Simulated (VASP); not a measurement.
# Sn2Ge (Immm) in VASP: single point with PBE

Aim: the single point of Sn2Ge with PBE.

All numbers are computed with VASP 6.6.1; they aren't measurements. Logs are shortened: lines on timing, memory, paths and dates and some standing lists are left out, and cuts for length are marked.

**1. The cell of the first run**

Symmetry: Immm, No. 71, orthorhombic system. Conventional cell: a = 3.288 Å, b = 4.650 Å, c = 9.865 Å, α = 90.00°, β = 90.00°, γ = 90.00°. Sn (site symmetry mm2) has 5 Ge at 3.29 Å and 7 Sn at 3.29 Å within 4.3 Å. Ge (site symmetry mmm) has 10 Sn at 3.29 Å and 2 Ge at 3.29 Å within 4.3 Å.

**2. Single point, PBE**

Contents of INCAR:

```
SYSTEM = Sn2Ge
PREC     = Accurate       ! precision mode
ENCUT    = 520            ! plane-wave cutoff, eV
EDIFF    = 1E-6           ! SCF threshold, eV
ISMEAR   = 0              ! smearing method
SIGMA    = 0.1            ! smearing width, eV
LREAL    = .False.        ! projectors in reciprocal space
LASPH    = .True.         ! aspherical terms in the spheres
NELM     = 80             ! most SCF steps
ALGO     = Normal         ! electronic algorithm
ISIF     = 2              ! what is computed and relaxed
LWAVE    = .False.        ! write WAVECAR
LCHARG   = .False.        ! write CHGCAR
GGA      = PE             ! functional
NBANDS   = 28             ! bands
```

Contents of KPOINTS:

```
regular mesh
0
Gamma
  6 6 6
  0 0 0
```

Contents of POSCAR:

```
Sn2Ge
1.0
   -1.6441613700      2.3251953100      4.9324841100
    1.6441613700     -2.3251953100      4.9324841100
    1.6441613700      2.3251953100     -4.9324841100
Sn Ge
2 1
Direct
    0.1666666700      0.1666666700      0.0000000000
    0.8333333300      0.8333333300      0.0000000000
    0.5000000000      0.5000000000      0.0000000000
```

Potentials or basis: VASP PAW PBE potentials, release 64 (Sn_d, Ge_d).

The run is started by

```
cat potpaw_PBE.64/Sn_d/POTCAR potpaw_PBE.64/Ge_d/POTCAR > POTCAR
mpirun -np 1 vasp_std > vasp.out
```

OUTCAR:

```text
SYSTEM = Sn2Ge
   PREC = Accurate
   ENCUT = 520
   EDIFF = 1E-6
   ISMEAR = 0
   LREAL = .False.
   LASPH = .True.
   NELM = 80
   ISIF = 2
   GGA = PE

 ion  position               nearest neighbor table
   1  0.167  0.167  0.000-   3 3.29   2 3.29   2 3.29   2 3.29   2 3.29   3 3.29   3 3.29   3 3.29
                             3 3.29   2 3.29
   2  0.833  0.833  0.000-   3 3.29   1 3.29   1 3.29   1 3.29   1 3.29   3 3.29   3 3.29   3 3.29
                             3 3.29   1 3.29
   3  0.500  0.500  0.000-   1 3.29   2 3.29   1 3.29   1 3.29   1 3.29   2 3.29   2 3.29   2 3.29
                             1 3.29   2 3.29

  LATTYP: Found a body centered orthorhombic cell.
 ALAT       =     3.2883227400
 B/A-ratio  =     1.4142135635
 C/A-ratio  =     3.0000000000

  Lattice vectors:

 A1 = (  -1.6441613700,   2.3251953100,   4.9324841100)
 A2 = (   1.6441613700,  -2.3251953100,   4.9324841100)
 A3 = (   1.6441613700,   2.3251953100,  -4.9324841100)

Analysis of symmetry for initial positions (statically):
=====================================================================
 Subroutine PRICEL returns:
 Original cell was already a primitive cell.

 Routine SETGRP: Setting up the symmetry group for a
 body centered orthorhombic supercell.

 Subroutine GETGRP returns: Found  8 space group operations
 (whereof  8 operations were pure point group operations)
 out of a pool of  8 trial point group operations.

The static configuration has the point symmetry D_2h.

Analysis of symmetry for dynamics (positions and initial velocities):
=====================================================================
 Subroutine PRICEL returns:
 Original cell was already a primitive cell.

 Routine SETGRP: Setting up the symmetry group for a
 body centered orthorhombic supercell.

 Subroutine GETGRP returns: Found  8 space group operations
 (whereof  8 operations were pure point group operations)
 out of a pool of  8 trial point group operations.

The dynamic configuration has the point symmetry D_2h.

 Subroutine INISYM returns: Found  8 space group operations
 (whereof  8 operations are pure point group operations),
 and found     1 'primitive' translations

----------------------------------------------------------------------------------------

                                     Primitive cell

  volume of cell :      75.4275

  direct lattice vectors                    reciprocal lattice vectors
    -1.644161370  2.325195310  4.932484110     0.000000000  0.215035700  0.101368801
     1.644161370 -2.325195310  4.932484110     0.304106403  0.000000000  0.101368801
     1.644161370  2.325195310 -4.932484110     0.304106403  0.215035700  0.000000000

  length of vectors
     5.695542058  5.695542058  5.695542058     0.237730911  0.320556295  0.372452757

  position of ions in fractional coordinates (direct lattice)
     0.166666670  0.166666670  0.000000000
     0.833333330  0.833333330  0.000000000
     0.500000000  0.500000000  0.000000000

  ion indices of the primitive-cell ions
   primitive index   ion index
                 1           1
                 2           2
                 3           3

----------------------------------------------------------------------------------------

 KPOINTS: regular mesh

Automatic generation of k-mesh.
 Grid dimensions read from file:
 generate k-points for:    6    6    6

 Generating k-lattice:

  Cartesian coordinates                     Fractional coordinates (reciprocal lattice)
     0.000000000  0.035839283  0.016894800     0.166666667  0.000000000 -0.000000000
     0.050684400  0.000000000  0.016894800     0.000000000  0.166666667  0.000000000
     0.050684400  0.035839283  0.000000000    -0.000000000  0.000000000  0.166666667

  Length of vectors
     0.039621818  0.053426049  0.062075460

  Shift w.r.t. Gamma in fractional coordinates (k-lattice)
     0.000000000  0.000000000  0.000000000

 Subroutine IBZKPT returns following result:
 ===========================================

 Found     46 irreducible k-points:

 Following reciprocal coordinates:
            Coordinates               Weight
  0.000000  0.000000  0.000000      1.000000
  0.166667  0.000000 -0.000000      4.000000
  0.333333  0.000000 -0.000000      4.000000
  0.500000  0.000000 -0.000000      2.000000
  0.000000  0.166667  0.000000      4.000000
  0.166667  0.166667 -0.000000      8.000000
[... 16 lines left out ...]
 -0.166667  0.166667  0.166667      2.000000
  0.166667  0.333333  0.166667      4.000000
 [... further k-points ...]
   k-points           NKPTS =     46   k-points in BZ     NKDIM =     46   number of bands    NBANDS=     28
   number of dos      NEDOS =    301   number of ions     NIONS =      3
   total plane-waves  NPLWV =  74088
   dimension x,y,z NGX =    42 NGY =   42 NGZ =   42
   dimension x,y,z NGXF=    84 NGYF=   84 NGZF=   84
   ions per type =               2   1
   NGX,Y,Z   is equivalent  to a cutoff of  12.26, 12.26, 12.26 a.u.
   NGXF,Y,Z  is equivalent  to a cutoff of  24.52, 24.52, 24.52 a.u.
 SYSTEM =  Sn2Ge
   PREC   = accura    normal or accurate (medium, high low for compatibility)
   ISTART =      0    job   : 0-new  1-cont  2-samecut
   ICHARG =      2    charge: 1-file 2-atom 10-const
   ISPIN  =      1    spin polarized calculation?
   LNONCOLLINEAR =      F non collinear calculations
   LSORBIT =      F    spin-orbit coupling
   LASPH  =      T    aspherical Exc in radial PAW
   ENCUT  =  520.0 eV  38.22 Ry    6.18 a.u.  10.59 10.59 10.59*2*pi/ulx,y,z
   NELM   =     80;   NELMIN=  2; NELMDL= -5     # of ELM steps
   EDIFF  = 0.1E-05   stopping-criterion for ELM
   LREAL  =      F    real-space projection
   EDIFFG = 0.1E-04   stopping-criterion for IOM
   NSW    =      0    number of steps for IOM
   IBRION =     -1    ionic relax: 0-MD 1-quasi-New 2-CG
   NFREE  =      0    steps in history (QN), initial steepest desc. (CG)
   ISIF   =      2    stress and relaxation
   ISYM   =      2    0-nonsym 1-usesym 2-fastsym
   POTIM  = 0.5000    time-step for ionic-motion
   TEBEG  =    0.0;   TEEND  =   0.0 temperature during run
   PSTRESS=    0.0 pullay stress
   NELECT =      42.0000    total number of electrons
   NUPDOWN=      -1.0000    fix difference up-down
   EMIN   =  10.00;   EMAX   =-10.00  energy-range for DOS
   EFERMI =   0.00;   METHOD = LEGACY
   ISMEAR =     0;   SIGMA  =   0.10  broadening in eV -4-tet -1-fermi 0-gaus
   EFERMI_NEDOS =   21; number of points for ismear=-14 and -15
   IALGO  =     38    algorithm
   IMIX   =      4    mixing-type and parameters
     AMIX     =   0.40;   BMIX     =  1.00
     AMIX_MAG =   1.60;   BMIX_MAG =  1.00
  volume/ion in A,a.u.               =      25.14       169.67
  Fermi-wavevector in a.u.,A,eV,Ry     =   1.346836  2.545151 24.680525  1.813967
  Thomas-Fermi vector in A             =   2.474636
   LORBIT       =      0    0 simple, 1 ext, 2 COOP (PROOUT), +10 PAW based schemes
   GGA     = PE    functional components
   LHFCALC =     F    Hartree Fock is set to
   AEXX    =    0.0000 exact exchange contribution
   IVDW    =     0    specifies the selected vdW correction
   LEPSILON=     F    determine dielectric tensor
   LRPA    =     F    only Hartree local field effects (RPA)
 non-spin polarized calculation
 Gauss-broadening in eV      SIGMA  =   0.10
  energy-cutoff  :      520.00
  volume of cell :       75.43
 maximum number of plane-waves:      2064
   NGX = 21   NGY = 21   NGZ = 21

 number of electron      41.9999987 magnetization

 Free energy of the ion-electron system (eV)
  ---------------------------------------------------
  ext. energy  EPLUGINS =         0.00000000
  ---------------------------------------------------
  free energy    TOTEN  =       -11.55029913 eV

  energy without entropy =      -11.53625767  energy(sigma->0) =      -11.54327840

 E-fermi :   7.5388     XC(G=0): -10.4709

 val. band max:        7.5364828290   @ k =  -0.3333   0.3333   0.1667
 cond. band min:       7.5590764856   @ k =   0.5000   0.5000   0.3333
 fundamental gap:      0.0225936566
 Fermi energy:         7.5388045710

 k-point     1 :       0.0000    0.0000    0.0000
  band No.  band energies     occupation
      1     -17.3044      2.00000
      2     -17.2817      2.00000
      3     -17.2803      2.00000
      4     -17.2794      2.00000
      5     -17.2758      2.00000
      6     -14.1544      2.00000
[... 20 lines left out ...]
     27      15.1738      0.00000
     28      15.3484      0.00000

 k-point     2 :       0.1667    0.0000   -0.0000
  band No.  band energies     occupation
      1     -17.3043      2.00000
      2     -17.2818      2.00000
      3     -17.2805      2.00000
      4     -17.2793      2.00000
      5     -17.2759      2.00000
      6     -14.1516      2.00000
[... 20 lines left out ...]
     27      14.5297      0.00000
     28      14.7280      0.00000

 k-point     3 :       0.3333    0.0000   -0.0000
  band No.  band energies     occupation
      1     -17.3041      2.00000
      2     -17.2818      2.00000
      3     -17.2807      2.00000
      4     -17.2790      2.00000
      5     -17.2760      2.00000
      6     -14.1475      2.00000
[... 20 lines left out ...]
     27      13.6865      0.00000
     28      14.6657      0.00000

 k-point     4 :       0.5000    0.0000   -0.0000
  band No.  band energies     occupation
      1     -17.3040      2.00000
      2     -17.2818      2.00000
      3     -17.2808      2.00000
      4     -17.2789      2.00000
      5     -17.2760      2.00000
      6     -14.1469      2.00000
[... 20 lines left out ...]
     27      13.5680      0.00000
     28      15.3670      0.00000

 k-point     5 :       0.0000    0.1667    0.0000
  band No.  band energies     occupation
      1     -17.2954      2.00000
      2     -17.2849      2.00000
      3     -17.2801      2.00000
      4     -17.2790      2.00000
      5     -17.2789      2.00000
      6     -14.1121      2.00000
[... 20 lines left out ...]
     27      14.7464      0.00000
     28      17.2863      0.00000

 k-point     6 :       0.1667    0.1667   -0.0000
  band No.  band energies     occupation
      1     -17.2953      2.00000
      2     -17.2849      2.00000
      3     -17.2802      2.00000
      4     -17.2790      2.00000
      5     -17.2789      2.00000
      6     -14.1122      2.00000
[... 463 lines left out ...]
      5     -17.2752      2.00000
      6     -14.1151      2.00000
[... 20 lines left out ...]
     27      13.5564      0.00000
     28      14.8653      0.00000

 k-point    22 :       0.3333    0.1667    0.1667
  band No.  band energies     occupation
      1     -17.2914      2.00000
      2     -17.2850      2.00000
      3     -17.2797      2.00000
      4     -17.2794      2.00000
      5     -17.2753      2.00000
      6     -14.0976      2.00000
[... 20 lines left out ...]
     27      13.4100      0.00000
     28      16.3312      0.00000

 k-point    23 :      -0.1667    0.1667    0.1667
  band No.  band energies     occupation
      1     -17.2912      2.00000
      2     -17.2850      2.00000
      3     -17.2805      2.00000
      4     -17.2796      2.00000
      5     -17.2752      2.00000
      6     -14.1287      2.00000
[... 20 lines left out ...]
     27      14.5803      0.00000
     28      16.6839      0.00000

 k-point    24 :       0.1667    0.3333    0.1667
  band No.  band energies     occupation
      1     -17.2945      2.00000
      2     -17.2880      2.00000
      3     -17.2793      2.00000
      4     -17.2783      2.00000
      5     -17.2672      2.00000
      6     -14.1115      2.00000
[... 20 lines left out ...]
     27      11.9567      0.00000
     28      15.3146      0.00000

 [... further k-points ...]

------------------------ aborting loop because EDIFF is reached ----------------------------------------

  FORCE on cell =-STRESS in cart. coord.  units (eV):
  Direction    XX          YY          ZZ          XY          YZ          ZX
  --------------------------------------------------------------------------------------
  -------------------------------------------------------------------------------------
  Total        0.1987827     -0.2817539      0.8453492     -0.0000000      0.0000000      0.0000000
  in kB        4.2224013     -5.9848178     17.9563125     -0.0000000      0.0000000      0.0000000
  external PRESSURE =       5.3979653 kB  Pullay stress =       0.0000000 kB

 VOLUME and BASIS-vectors are now :
 -----------------------------------------------------------------------------
  energy-cutoff  :      520.00
  volume of cell :       75.43
      direct lattice vectors                 reciprocal lattice vectors
    -1.644161370  2.325195310  4.932484110     0.000000000  0.215035700  0.101368801
     1.644161370 -2.325195310  4.932484110     0.304106403  0.000000000  0.101368801
     1.644161370  2.325195310 -4.932484110     0.304106403  0.215035700  0.000000000

 POSITION                                       TOTAL-FORCE (eV/Angst)
 -----------------------------------------------------------------------------------
      0.00000      0.00000      1.64416        -0.000000     -0.000000     -0.257561
      0.00000      0.00000      8.22081        -0.000000      0.000000      0.257561
      0.00000      0.00000      4.93248         0.000000      0.000000      0.000000
 -----------------------------------------------------------------------------------
    total drift:                                0.000000     -0.000000      0.000000

  FREE ENERGIE OF THE ION-ELECTRON SYSTEM (eV)
  ---------------------------------------------------
  free  energy   TOTEN  =       -11.5502991305 eV

  energy  without entropy=      -11.5362576712  energy(sigma->0) =      -11.54327840
```

Run time: 3 min. Hardware: 1 thread of Intel Xeon 8259CL, shared host; peak memory 0.3 GiB.

Results:

| Item | Value |
| --- | --- |
| Free energy | -11.5503 eV |
| Pressure | 0.5 GPa |
| Largest force | 0.258 eV/Å |
| Band gap on the k mesh | zero (bands 21 and 22 overlap by 4.58 eV) |

Forces in eV/Å, atoms in the order of the input:
```
Sn   0.000  0.000 -0.258
Sn   0.000  0.000  0.258
Ge   0.000  0.000  0.000
```

Levels at points of the mesh, in eV from the Fermi level:
```
           k point  band 17  band 18  band 19  band 20  band 21  band 22  band 23  band 24  band 25  band 26
(0.00, 0.00, 0.00)    -6.41    -5.41    -2.19    -2.05    -2.04    -2.03     3.23     3.99     6.79     7.03
(0.50, 0.00, 0.00)    -9.26    -7.17    -4.79     0.35     0.47     3.70     4.05     4.55     4.69     5.87
(0.00, 0.50, 0.00)    -7.42    -5.23    -3.75    -0.93    -0.45     0.16     0.52     1.92     2.14     2.81
(0.50, 0.50, 0.00)    -6.01    -5.35    -4.80    -3.27    -3.11    -0.11    -0.08     1.50     1.90     5.73
(0.50, 0.50, 0.50)    -9.92    -5.27    -3.76     1.55     1.72     2.01     2.44     2.45     2.98     5.54
```

Caveat: spin-orbit coupling is left out, which moves the levels of the heavy elements.

The gap in the log of VASP goes by the Fermi energy; the results here count the filled bands.